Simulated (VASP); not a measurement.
# Ta (Cmcm) in VASP: further runs, part 2 of 2

VASP 6.6.1. Earlier steps stand in the parts before.

**3. Single point, PBEsol (atom 1 (Ta) moved by (+0.450, +0.000) A along y and z)**

INCAR reads:

```
ALGO = Fast
EDIFF = 1E-6
ENCUT = 520
GGA = PS
ISIF = 2
ISMEAR = 0
LASPH = True
LCHARG = False
LREAL = False
LWAVE = False
NBANDS = 18
NELM = 80
PREC = Accurate
SIGMA = 0.15
```

KPOINTS reads:

```
k-points
0
Gamma
  18 18 10
```

POSCAR reads:

```
Ta
1.0
    2.9003720726      0.0000000000      0.0000000000
   -1.4501860363      2.5117958953      0.0000000000
    0.0000000000      0.0000000000      5.1662740000
Ta
2
Direct
    0.7562440087      0.5124880174      0.7500000000
    0.3333333333      0.6666666667      0.2500000000
```

Potentials or basis: VASP PAW PBE potentials, release 64 (Ta_pv).

Run with:

```console
cat potpaw_PBE.64/Ta_pv/POTCAR > POTCAR
mpirun -np 1 vasp_std > vasp.out
```

OUTCAR:

```text
EDIFF = 1E-6
   ENCUT = 520
   GGA = PS
   ISIF = 2
   ISMEAR = 0
   LASPH = True
   LREAL = False
   NELM = 80
   PREC = Accurate

 ion  position               nearest neighbor table
   1  0.756  0.512  0.750-   2 2.99   2 2.99   2 2.99   2 2.99   2 3.34   2 3.34
   2  0.333  0.667  0.250-   1 2.99   1 2.99   1 2.99   1 2.99   1 3.34   1 3.34

  LATTYP: Found a hexagonal cell.
 ALAT       =     2.9003720726
 C/A-ratio  =     1.7812452577

  Lattice vectors:

 A1 = (   2.9003720726,   0.0000000000,   0.0000000000)
 A2 = (  -1.4501860363,   2.5117958953,   0.0000000000)
 A3 = (   0.0000000000,   0.0000000000,   5.1662740000)

Analysis of symmetry for initial positions (statically):
=====================================================================
 Subroutine PRICEL returns:
 Original cell was already a primitive cell.

 Routine SETGRP: Setting up the symmetry group for a
 hexagonal supercell.

 Subroutine GETGRP returns: Found  8 space group operations
 (whereof  2 operations were pure point group operations)
 out of a pool of 24 trial point group operations.

The static configuration has the point symmetry C_1h.
 The point group associated with its full space group is D_2h.

Analysis of symmetry for dynamics (positions and initial velocities):
=====================================================================
 Subroutine PRICEL returns:
 Original cell was already a primitive cell.

 Routine SETGRP: Setting up the symmetry group for a
 hexagonal supercell.

 Subroutine GETGRP returns: Found  8 space group operations
 (whereof  2 operations were pure point group operations)
 out of a pool of 24 trial point group operations.

The dynamic configuration has the point symmetry C_1h.
 The point group associated with its full space group is D_2h.

 Subroutine INISYM returns: Found  8 space group operations
 (whereof  2 operations are pure point group operations),
 and found     1 'primitive' translations

----------------------------------------------------------------------------------------

                                     Primitive cell

  volume of cell :      37.6370

  direct lattice vectors                    reciprocal lattice vectors
     2.900372073  0.000000000  0.000000000     0.344783350  0.199060760  0.000000000
    -1.450186036  2.511795895  0.000000000     0.000000000  0.398121520  0.000000000
     0.000000000  0.000000000  5.166274000     0.000000000  0.000000000  0.193563098

  length of vectors
     2.900372073  2.900372073  5.166274000     0.398121520  0.398121520  0.193563098

  position of ions in fractional coordinates (direct lattice)
     0.756244009  0.512488017  0.750000000
     0.333333333  0.666666667  0.250000000

  ion indices of the primitive-cell ions
   primitive index   ion index
                 1           1
                 2           2

----------------------------------------------------------------------------------------

 KPOINTS: k-points

Automatic generation of k-mesh.
 Grid dimensions read from file:
 generate k-points for:   18   18   10

 Generating k-lattice:

  Cartesian coordinates                     Fractional coordinates (reciprocal lattice)
     0.019154631  0.011058931  0.000000000     0.055555556  0.000000000  0.000000000
     0.000000000  0.022117862  0.000000000     0.000000000  0.055555556  0.000000000
     0.000000000  0.000000000  0.019356310     0.000000000  0.000000000  0.100000000

  Length of vectors
     0.022117862  0.022117862  0.019356310

  Shift w.r.t. Gamma in fractional coordinates (k-lattice)
     0.000000000  0.000000000  0.000000000

 Subroutine IBZKPT returns following result:
 ===========================================

 Found    546 irreducible k-points:

 Following reciprocal coordinates:
            Coordinates               Weight
  0.000000  0.000000  0.000000      1.000000
  0.055556  0.000000  0.000000      4.000000
  0.000000  0.055556  0.000000      2.000000
  0.111111  0.000000  0.000000      4.000000
  0.000000  0.111111  0.000000      2.000000
  0.166667  0.000000  0.000000      4.000000
[... 16 lines left out ...]
 -0.055556  0.166667  0.000000      4.000000
 -0.166667  0.111111  0.000000      4.000000
 [... further k-points ...]
   k-points           NKPTS =    546   k-points in BZ     NKDIM =    546   number of bands    NBANDS=     18
   number of dos      NEDOS =    301   number of ions     NIONS =      2
   total plane-waves  NPLWV =  23040
   dimension x,y,z NGX =    24 NGY =   24 NGZ =   40
   dimension x,y,z NGXF=    48 NGYF=   48 NGZF=   80
   ions per type =               2
   NGX,Y,Z   is equivalent  to a cutoff of  13.76, 13.76, 12.87 a.u.
   NGXF,Y,Z  is equivalent  to a cutoff of  27.51, 27.51, 25.74 a.u.
 SYSTEM =  unknown system
   PREC   = accura    normal or accurate (medium, high low for compatibility)
   ISTART =      0    job   : 0-new  1-cont  2-samecut
   ICHARG =      2    charge: 1-file 2-atom 10-const
   ISPIN  =      1    spin polarized calculation?
   LNONCOLLINEAR =      F non collinear calculations
   LSORBIT =      F    spin-orbit coupling
   LASPH  =      T    aspherical Exc in radial PAW
   ENCUT  =  520.0 eV  38.22 Ry    6.18 a.u.   5.39  5.39  9.61*2*pi/ulx,y,z
   NELM   =     80;   NELMIN=  2; NELMDL= -5     # of ELM steps
   EDIFF  = 0.1E-05   stopping-criterion for ELM
   LREAL  =      F    real-space projection
   EDIFFG = 0.1E-04   stopping-criterion for IOM
   NSW    =      0    number of steps for IOM
   IBRION =     -1    ionic relax: 0-MD 1-quasi-New 2-CG
   NFREE  =      0    steps in history (QN), initial steepest desc. (CG)
   ISIF   =      2    stress and relaxation
   ISYM   =      2    0-nonsym 1-usesym 2-fastsym
   POTIM  = 0.5000    time-step for ionic-motion
   TEBEG  =    0.0;   TEEND  =   0.0 temperature during run
   PSTRESS=    0.0 pullay stress
   NELECT =      22.0000    total number of electrons
   NUPDOWN=      -1.0000    fix difference up-down
   EMIN   =  10.00;   EMAX   =-10.00  energy-range for DOS
   EFERMI =   0.00;   METHOD = LEGACY
   ISMEAR =     0;   SIGMA  =   0.15  broadening in eV -4-tet -1-fermi 0-gaus
   EFERMI_NEDOS =   21; number of points for ismear=-14 and -15
   IALGO  =     68    algorithm
   IMIX   =      4    mixing-type and parameters
     AMIX     =   0.40;   BMIX     =  1.00
     AMIX_MAG =   1.60;   BMIX_MAG =  1.00
  volume/ion in A,a.u.               =      18.82       126.99
  Fermi-wavevector in a.u.,A,eV,Ry     =   1.368812  2.586680 25.492516  1.873647
  Thomas-Fermi vector in A             =   2.494743
   LORBIT       =      0    0 simple, 1 ext, 2 COOP (PROOUT), +10 PAW based schemes
   GGA     = PS    functional components
   LHFCALC =     F    Hartree Fock is set to
   AEXX    =    0.0000 exact exchange contribution
   IVDW    =     0    specifies the selected vdW correction
   LEPSILON=     F    determine dielectric tensor
   LRPA    =     F    only Hartree local field effects (RPA)
 non-spin polarized calculation
 RMM-DIIS sequential band-by-band and
 Gauss-broadening in eV      SIGMA  =   0.15
  energy-cutoff  :      520.00
  volume of cell :       37.64
 maximum number of plane-waves:      1039
 NGX is ok and might be reduce to    24
   NGX = 11   NGY = 11   NGZ = 19

 number of electron      22.0000003 magnetization

 Free energy of the ion-electron system (eV)
  ---------------------------------------------------
  ext. energy  EPLUGINS =         0.00000000
  ---------------------------------------------------
  free energy    TOTEN  =       -24.64169999 eV

  energy without entropy =      -24.61163620  energy(sigma->0) =      -24.62666810

 E-fermi :   5.2924     XC(G=0): -12.4923

 val. band max:        5.2899370782   @ k =  -0.1667   0.4444   0.0000
 cond. band min:       5.2966748867   @ k =   0.2222   0.0556   0.3000
 fundamental gap:      0.0067378084
 Fermi energy:         5.2924382214

 k-point     1 :       0.0000    0.0000    0.0000
  band No.  band energies     occupation
      1     -29.1894      2.00000
      2     -28.3172      2.00000
      3     -28.2411      2.00000
      4     -28.1865      2.00000
      5     -28.1729      2.00000
      6     -28.0881      2.00000
[... 10 lines left out ...]
     17       9.5935      0.00000
     18      11.5628      0.00000
[... 463 lines left out ...]
 k-point    24 :      -0.1667    0.1111    0.0000
  band No.  band energies     occupation
      1     -29.1104      2.00000
      2     -28.4375      2.00000
      3     -28.3398      2.00000
      4     -28.3201      2.00000
      5     -28.2392      2.00000
      6     -28.2141      2.00000
[... 10 lines left out ...]
     17       9.4820      0.00000
     18      12.7442      0.00000

 [... further k-points ...]

------------------------ aborting loop because EDIFF is reached ----------------------------------------

  FORCE on cell =-STRESS in cart. coord.  units (eV):
  Direction    XX          YY          ZZ          XY          YZ          ZX
  --------------------------------------------------------------------------------------
  -------------------------------------------------------------------------------------
  Total        0.4490641     -2.8049489     -2.8013623     -0.0000000      0.0000000      0.0000000
  in kB       19.1162835   -119.4043194   -119.2516412     -0.0000000      0.0000000      0.0000000
  external PRESSURE =     -73.1798924 kB  Pullay stress =       0.0000000 kB

 VOLUME and BASIS-vectors are now :
 -----------------------------------------------------------------------------
  energy-cutoff  :      520.00
  volume of cell :       37.64
      direct lattice vectors                 reciprocal lattice vectors
     2.900372073  0.000000000  0.000000000     0.344783350  0.199060760  0.000000000
    -1.450186036  2.511795895  0.000000000     0.000000000  0.398121520  0.000000000
     0.000000000  0.000000000  5.166274000     0.000000000  0.000000000  0.193563098

 POSITION                                       TOTAL-FORCE (eV/Angst)
 -----------------------------------------------------------------------------------
      1.45019      1.28727      3.87471        -0.000000      0.517241     -0.000000
     -0.00000      1.67453      1.29157         0.000000     -0.517241      0.000000
 -----------------------------------------------------------------------------------
    total drift:                               -0.000000     -0.000001     -0.000000

  FREE ENERGIE OF THE ION-ELECTRON SYSTEM (eV)
  ---------------------------------------------------
  free  energy   TOTEN  =       -24.6416999880 eV

  energy  without entropy=      -24.6116362042  energy(sigma->0) =      -24.62666810
```

It took 5.4 min on 1 thread of Intel Xeon 6975P-C (Granite Rapids), shared host; peak memory 0.4 GiB.

What came out:

```
Free energy            : -24.6417 eV
Pressure               : -7.3 GPa
Largest force          : 0.517 eV/Å
Band gap on the k mesh : zero (bands 11 and 12 overlap by 2.87 eV)
```

Forces on the atoms (eV/Å):
```
Ta   0.000  0.517  0.000
Ta   0.000 -0.517  0.000
```

Stress tensor (GPa, compression positive):
```
  1.91   0.00   0.00
  0.00 -11.94   0.00
  0.00   0.00 -11.93
```

Levels at points of the mesh, in eV from the Fermi level:
```csv
k point,band 7,band 8,band 9,band 10,band 11,band 12,band 13,band 14,band 15,band 16
"(0.00, 0.00, 0.00)",-8.07,-4.78,-0.87,0.01,0.50,1.00,1.19,1.54,2.27,3.94
"(0.50, 0.00, 0.00)",-3.64,-3.63,-2.66,-1.20,-0.56,0.10,1.54,4.36,6.44,6.81
"(0.00, 0.50, 0.00)",-4.48,-3.91,-3.71,0.19,0.72,0.82,1.74,5.82,6.49,6.51
"(0.00, 0.00, 0.50)",-6.25,-6.25,-1.09,-1.09,0.79,0.79,0.91,0.91,4.08,4.08
"(0.50, 0.00, 0.50)",-4.36,-4.36,-2.33,-2.33,1.76,1.76,2.96,2.96,6.03,6.03
"(0.00, 0.50, 0.50)",-3.76,-3.76,-2.35,-2.35,1.05,1.05,2.61,2.61,5.44,5.44
```

Caveat: the cell differs from its parent crystal (atom 1 (Ta) moved by (+0.450, +0.000) A along y and z); the cell stands under tension; the PAW data sets were made with another functional, which shifts forces and pressure a little; spin-orbit coupling is left out, which moves the levels of the heavy elements.
